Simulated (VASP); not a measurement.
# Be (P6_3/mmc) in VASP: further runs

Be is run at these levels: PBE; tasks: single point.

Program: VASP 6.6.1. These are calculated values, not measurements. Logs are shortened: lines on timing, memory, paths and dates and some standing lists are left out, and cuts for length are marked.

**1. The cell of the first run**

Symmetry: P6_3/mmc, No. 194, hexagonal system. The conventional cell has a = 2.255 Å, b = 2.255 Å, c = 7.178 Å, α = 90.00°, β = 90.00°, γ = 120.00°. Be (site symmetry -3m) has 12 Be at 2.22 to 2.25 Å within 2.9 Å. Be (site symmetry -6m2) has 12 Be at 2.22 to 2.25 Å within 2.9 Å.

**2. Single point, PBE**

INCAR reads:

```
SYSTEM = Be
  ALGO = Normal
  EDIFF = 1E-6
  ENCUT = 520
  GGA = PE
  ISIF = 2
  ISMEAR = -1
  LASPH = .True.
  LCHARG = .True.
  LELF = .True.
  LREAL = .False.
  LVHAR = .True.
  LWAVE = .False.
  NBANDS = 12
  NELM = 80
  PREC = Accurate
  SIGMA = 0.1
```

KPOINTS reads:

```
k-points
0
Gamma
  16 16 5
  0 0 0
```

POSCAR reads:

```
Be
1.0
    2.2547941531      0.0000000000      0.0000000000
   -1.1273970766      1.9527090169      0.0000000000
    0.0000000000      0.0000000000      7.1780674534
Be
4
Direct
    0.0000000000      1.0000000000      1.0000000000
    0.0000000000      0.0000000000      0.5000000000
    0.3333333333      0.6666666667      0.2500000000
    0.6666666667      0.3333333333      0.7500000000
```

Potentials or basis: VASP PAW PBE potentials, release 64 (Be).

Started as:

```bash
$ cat potpaw_PBE.64/Be/POTCAR > POTCAR
$ mpirun -np 1 vasp_std > vasp.out
```

OUTCAR:

```text
SYSTEM = Be
   EDIFF = 1E-6
   ENCUT = 520
   GGA = PE
   ISIF = 2
   ISMEAR = -1
   LASPH = .True.
   LREAL = .False.
   NELM = 80
   PREC = Accurate

 ion  position               nearest neighbor table
   1  0.000  0.000  0.000-   3 2.22   4 2.22   4 2.22   3 2.22   4 2.22   3 2.22
   2  0.000  0.000  0.500-   3 2.22   4 2.22   4 2.22   3 2.22   4 2.22   3 2.22
   3  0.333  0.667  0.250-   1 2.22   2 2.22   1 2.22   2 2.22   1 2.22   2 2.22
   4  0.667  0.333  0.750-   1 2.22   2 2.22   1 2.22   2 2.22   1 2.22   2 2.22

  LATTYP: Found a hexagonal cell.
 ALAT       =     2.2547941531
 C/A-ratio  =     3.1834690735

  Lattice vectors:

 A1 = (   2.2547941531,   0.0000000000,   0.0000000000)
 A2 = (  -1.1273970766,   1.9527090169,   0.0000000000)
 A3 = (   0.0000000000,   0.0000000000,   7.1780674534)

Analysis of symmetry for initial positions (statically):
=====================================================================
 Subroutine PRICEL returns:
 Original cell was already a primitive cell.

 Routine SETGRP: Setting up the symmetry group for a
 hexagonal supercell.

 Subroutine GETGRP returns: Found 24 space group operations
 (whereof 12 operations were pure point group operations)
 out of a pool of 24 trial point group operations.

The static configuration has the point symmetry D_3d.
 The point group associated with its full space group is D_6h.

Analysis of symmetry for dynamics (positions and initial velocities):
=====================================================================
 Subroutine PRICEL returns:
 Original cell was already a primitive cell.

 Routine SETGRP: Setting up the symmetry group for a
 hexagonal supercell.

 Subroutine GETGRP returns: Found 24 space group operations
 (whereof 12 operations were pure point group operations)
 out of a pool of 24 trial point group operations.

The dynamic configuration has the point symmetry D_3d.
 The point group associated with its full space group is D_6h.

 Subroutine INISYM returns: Found 24 space group operations
 (whereof 12 operations are pure point group operations),
 and found     1 'primitive' translations

----------------------------------------------------------------------------------------

                                     Primitive cell

  volume of cell :      31.6047

  direct lattice vectors                    reciprocal lattice vectors
     2.254794153  0.000000000  0.000000000     0.443499465  0.256054535  0.000000000
    -1.127397077  1.952709017  0.000000000     0.000000000  0.512109071  0.000000000
     0.000000000  0.000000000  7.178067453     0.000000000  0.000000000  0.139313263

  length of vectors
     2.254794153  2.254794153  7.178067453     0.512109071  0.512109071  0.139313263

  position of ions in fractional coordinates (direct lattice)
     0.000000000  0.000000000  0.000000000
     0.000000000  0.000000000  0.500000000
     0.333333333  0.666666667  0.250000000
     0.666666667  0.333333333  0.750000000

  ion indices of the primitive-cell ions
   primitive index   ion index
                 1           1
                 2           2
                 3           3
                 4           4

----------------------------------------------------------------------------------------

 KPOINTS: k-points

Automatic generation of k-mesh.
 Grid dimensions read from file:
 generate k-points for:   16   16    5

 Generating k-lattice:

  Cartesian coordinates                     Fractional coordinates (reciprocal lattice)
     0.027718717  0.016003408  0.000000000     0.062500000 -0.000000000  0.000000000
     0.000000000  0.032006817  0.000000000     0.000000000  0.062500000  0.000000000
     0.000000000  0.000000000  0.027862653     0.000000000  0.000000000  0.200000000

  Length of vectors
     0.032006817  0.032006817  0.027862653

  Shift w.r.t. Gamma in fractional coordinates (k-lattice)
     0.000000000  0.000000000  0.000000000

 Subroutine IBZKPT returns following result:
 ===========================================

 Found     90 irreducible k-points:

 Following reciprocal coordinates:
            Coordinates               Weight
  0.000000  0.000000  0.000000      1.000000
  0.062500  0.000000  0.000000      6.000000
  0.125000  0.000000  0.000000      6.000000
  0.187500  0.000000  0.000000      6.000000
  0.250000  0.000000  0.000000      6.000000
  0.312500  0.000000  0.000000      6.000000
[... 16 lines left out ...]
  0.187500  0.187500  0.000000      6.000000
  0.250000  0.187500  0.000000     12.000000
 [... further k-points ...]
   k-points           NKPTS =     90   k-points in BZ     NKDIM =     90   number of bands    NBANDS=     12
   number of dos      NEDOS =    301   number of ions     NIONS =      4
   total plane-waves  NPLWV =  17496
   dimension x,y,z NGX =    18 NGY =   18 NGZ =   54
   dimension x,y,z NGXF=    36 NGYF=   36 NGZF=  108
   ions per type =               4
   NGX,Y,Z   is equivalent  to a cutoff of  13.27, 13.27, 12.51 a.u.
   NGXF,Y,Z  is equivalent  to a cutoff of  26.54, 26.54, 25.01 a.u.
 SYSTEM =  Be
   PREC   = accura    normal or accurate (medium, high low for compatibility)
   ISTART =      0    job   : 0-new  1-cont  2-samecut
   ICHARG =      2    charge: 1-file 2-atom 10-const
   ISPIN  =      1    spin polarized calculation?
   LNONCOLLINEAR =      F non collinear calculations
   LSORBIT =      F    spin-orbit coupling
   LASPH  =      T    aspherical Exc in radial PAW
   ENCUT  =  520.0 eV  38.22 Ry    6.18 a.u.   4.19  4.19 13.35*2*pi/ulx,y,z
   NELM   =     80;   NELMIN=  2; NELMDL= -5     # of ELM steps
   EDIFF  = 0.1E-05   stopping-criterion for ELM
   LREAL  =      F    real-space projection
   EDIFFG = 0.1E-04   stopping-criterion for IOM
   NSW    =      0    number of steps for IOM
   IBRION =     -1    ionic relax: 0-MD 1-quasi-New 2-CG
   NFREE  =      0    steps in history (QN), initial steepest desc. (CG)
   ISIF   =      2    stress and relaxation
   ISYM   =      2    0-nonsym 1-usesym 2-fastsym
   POTIM  = 0.5000    time-step for ionic-motion
   TEBEG  =    0.0;   TEEND  =   0.0 temperature during run
   PSTRESS=    0.0 pullay stress
   NELECT =       8.0000    total number of electrons
   NUPDOWN=      -1.0000    fix difference up-down
   EMIN   =  10.00;   EMAX   =-10.00  energy-range for DOS
   EFERMI =   0.00;   METHOD = LEGACY
   ISMEAR =    -1;   SIGMA  =   0.10  broadening in eV -4-tet -1-fermi 0-gaus
   EFERMI_NEDOS =   21; number of points for ismear=-14 and -15
   IALGO  =     38    algorithm
   IMIX   =      4    mixing-type and parameters
     AMIX     =   0.40;   BMIX     =  1.00
     AMIX_MAG =   1.60;   BMIX_MAG =  1.00
  volume/ion in A,a.u.               =       7.90        53.32
  Fermi-wavevector in a.u.,A,eV,Ry     =   1.035589  1.956980 14.591499  1.072445
  Thomas-Fermi vector in A             =   2.169940
   LORBIT       =      0    0 simple, 1 ext, 2 COOP (PROOUT), +10 PAW based schemes
   GGA     = PE    functional components
   LHFCALC =     F    Hartree Fock is set to
   AEXX    =    0.0000 exact exchange contribution
   IVDW    =     0    specifies the selected vdW correction
   LEPSILON=     F    determine dielectric tensor
   LRPA    =     F    only Hartree local field effects (RPA)
 non-spin polarized calculation
  energy-cutoff  :      520.00
  volume of cell :       31.60
 maximum number of plane-waves:       864
 NGX is ok and might be reduce to    18
   NGX =  9   NGY =  9   NGZ = 27

 number of electron       8.0000000 magnetization

 Free energy of the ion-electron system (eV)
  ---------------------------------------------------
  ext. energy  EPLUGINS =         0.00000000
  ---------------------------------------------------
  free energy    TOTEN  =       -14.95234239 eV

  energy without entropy =      -14.94544005  energy(sigma->0) =      -14.94889122

 E-fermi :   7.1036     XC(G=0): -10.6096

 val. band max:        7.0924809427   @ k =   0.3125   0.3125   0.4000
 cond. band min:       7.1172596573   @ k =   0.3125   0.1250   0.0000
 fundamental gap:      0.0247787147
 Fermi energy:         7.1036200252

 k-point     1 :       0.0000    0.0000    0.0000
  band No.  band energies     occupation
      1      -4.3261      2.00000
      2      -2.2054      2.00000
      3      -2.1791      2.00000
      4       2.4819      2.00000
      5       7.9602      0.00038
      6      17.4246      0.00000
      7      17.4264      0.00000
      8      23.3558      0.00000
      9      23.3558      0.00000
     10      24.5170      0.00000
     11      24.5173      0.00000
     12      24.8468      0.00000

 k-point     2 :       0.0625    0.0000    0.0000
  band No.  band energies     occupation
      1      -4.2129      2.00000
      2      -2.0895      2.00000
      3      -2.0632      2.00000
      4       2.6302      2.00000
      5       7.9963      0.00027
      6      17.4522      0.00000
      7      17.4650      0.00000
      8      22.3902      0.00000
      9      22.6025      0.00000
     10      24.0690      0.00000
     11      24.2494      0.00000
     12      24.3136      0.00000

 k-point     3 :       0.1250    0.0000    0.0000
  band No.  band energies     occupation
      1      -3.8732      2.00000
      2      -1.7429      2.00000
      3      -1.7164      2.00000
      4       3.0742      2.00000
      5       8.0959      0.00010
      6      17.4202      0.00000
      7      17.5339      0.00000
      8      20.4344      0.00000
      9      21.2724      0.00000
     10      22.2950      0.00000
     11      22.5091      0.00000
     12      23.4284      0.00000

 k-point     4 :       0.1875    0.0000    0.0000
  band No.  band energies     occupation
      1      -3.3067      2.00000
      2      -1.1688      2.00000
      3      -1.1421      2.00000
      4       3.8117      2.00000
      5       8.2205      0.00003
      6      16.5131      0.00000
      7      17.3113      0.00000
      8      19.1081      0.00000
      9      19.7472      0.00000
     10      19.9482      0.00000
     11      20.4841      0.00000
     12      22.3019      0.00000

 k-point     5 :       0.2500    0.0000    0.0000
  band No.  band energies     occupation
      1      -2.5139      2.00000
      2      -0.3753      2.00000
      3      -0.3487      2.00000
      4       4.8370      2.00000
      5       8.2457      0.00002
      6      14.4472      0.00000
      7      15.8391      0.00000
      8      17.0762      0.00000
      9      18.7880      0.00000
     10      19.1870      0.00000
     11      19.6580      0.00000
     12      21.2453      0.00000
[... 228 lines left out ...]
      1       1.4809      2.00000
      2       3.2201      2.00000
      3       3.2728      2.00000
      4       5.5594      2.00000
      5       8.8377      0.00000
      6       9.2592      0.00000
      7      10.6284      0.00000
      8      12.2899      0.00000
      9      13.9445      0.00000
     10      15.1050      0.00000
     11      16.8402      0.00000
     12      18.0491      0.00000

 k-point    22 :       0.4375    0.1250    0.0000
  band No.  band energies     occupation
      1       2.5454      2.00000
      2       3.4645      2.00000
      3       3.8690      2.00000
      4       4.7269      2.00000
      5       8.3102      0.00001
      6       8.4512      0.00000
      7      11.7261      0.00000
      8      12.5998      0.00000
      9      13.4369      0.00000
     10      13.4637      0.00000
     11      16.7651      0.00000
     12      18.0560      0.00000

 k-point    23 :       0.1875    0.1875    0.0000
  band No.  band energies     occupation
      1      -1.2584      2.00000
      2       0.8668      2.00000
      3       0.8906      2.00000
      4       6.4243      1.99776
      5       8.4705      0.00000
      6      12.5613      0.00000
      7      14.1074      0.00000
      8      14.5965      0.00000
      9      15.1492      0.00000
     10      16.2702      0.00000
     11      18.4845      0.00000
     12      19.4527      0.00000

 k-point    24 :       0.2500    0.1875    0.0000
  band No.  band energies     occupation
      1      -0.1208      2.00000
      2       1.9596      2.00000
      3       1.9754      2.00000
      4       7.8056      0.00179
      5       8.1484      0.00006
      6      10.9308      0.00000
      7      12.2256      0.00000
      8      12.4390      0.00000
      9      13.6915      0.00000
     10      15.6720      0.00000
     11      17.9239      0.00000
     12      19.1949      0.00000

 [... further k-points ...]
[... 5 lines left out ...]
  --------------------------------------------------------------------------------------
  -------------------------------------------------------------------------------------
  Total        0.0262708      0.0262708      0.0287796     -0.0000000      0.0000000     -0.0000000
  in kB        1.3317773      1.3317773      1.4589590     -0.0000000      0.0000000     -0.0000000
  external PRESSURE =       1.3741712 kB  Pullay stress =       0.0000000 kB

 VOLUME and BASIS-vectors are now :
 -----------------------------------------------------------------------------
  energy-cutoff  :      520.00
  volume of cell :       31.60
      direct lattice vectors                 reciprocal lattice vectors
     2.254794153  0.000000000  0.000000000     0.443499465  0.256054535  0.000000000
    -1.127397077  1.952709017  0.000000000     0.000000000  0.512109071  0.000000000
     0.000000000  0.000000000  7.178067453     0.000000000  0.000000000  0.139313263

 POSITION                                       TOTAL-FORCE (eV/Angst)
 -----------------------------------------------------------------------------------
      0.00000      0.00000      0.00000         0.000000      0.000000     -0.000000
      0.00000      0.00000      3.58903         0.000000      0.000000     -0.000000
     -0.00000      1.30181      1.79452         0.000000      0.000000      0.000000
      1.12740      0.65090      5.38355        -0.000000     -0.000000      0.000000
 -----------------------------------------------------------------------------------
    total drift:                               -0.000000      0.000000     -0.000000

  FREE ENERGIE OF THE ION-ELECTRON SYSTEM (eV)
  ---------------------------------------------------
  free  energy   TOTEN  =       -14.9523423862 eV

  energy  without entropy=      -14.9454400544  energy(sigma->0) =      -14.94889122
```

Run time: 12 s. Hardware: 1 thread of Intel Xeon 6975P-C (Granite Rapids), shared host; peak memory 0.15 GiB.

What came out:

```yaml
Free_energy: -14.9523 eV
Pressure: 0.1 GPa
Band_gap_on_the_k_mesh: zero (band 4 reaches 7.99 eV, above the bottom of band 5 at 6.44 eV)
```

**3. Single point, PBE (volume scaled by 0.88)**

INCAR reads:

```
SYSTEM = Be
ALGO = Normal ; EDIFF = 1E-7
ENCUT = 520 ; GGA = PE
ISIF = 2 ; ISMEAR = -1
LASPH = .TRUE. ; LCHARG = .FALSE.
LREAL = .FALSE. ; LWAVE = .FALSE.
NBANDS = 12 ; NELM = 80
PREC = Accurate ; SIGMA = 0.1
```

KPOINTS reads:

```
k-points
0
G
  18 18 5
  0 0 0
```

POSCAR reads:

```
Be
1.0
    2.1607330957      0.0000000000      0.0000000000
   -1.0803665479      1.8712497517      0.0000000000
    0.0000000000      0.0000000000      6.8786269863
Be
4
Direct
    0.0000000000      1.0000000000      1.0000000000
    0.0000000000      0.0000000000      0.5000000000
    0.3333333333      0.6666666667      0.2500000000
    0.6666666667      0.3333333333      0.7500000000
```

Potentials or basis: VASP PAW PBE potentials, release 64 (Be).

Started as:

```bash
$ cat potpaw_PBE.64/Be/POTCAR > POTCAR
$ mpirun -np 1 vasp_std > vasp.out
```

Run time: 11 s. Hardware: 1 thread of Intel Xeon 6975P-C (Granite Rapids), shared host; peak memory 0.15 GiB.

Results (log left out):

```yaml
Free_energy: -14.7302 eV
Pressure: 19.6 GPa
Band_gap_on_the_k_mesh: zero (band 4 reaches 9.05 eV, above the bottom of band 5 at 7.54 eV)
```

Stress tensor (GPa, compression positive):
```
18.44  0.00  0.00
 0.00 18.44  0.00
 0.00  0.00 21.85
```

Levels at points of the mesh, in eV from the Fermi level:
```
           k point  band 2  band 3  band 4  band 5  band 6  band 7
(0.00, 0.00, 0.00)  -10.05  -10.02   -5.24    1.19   11.28   11.28
(0.50, 0.00, 0.00)   -4.47   -4.21   -3.05    1.47    1.56    4.43
```

(Part 1 of 2 ends here.)
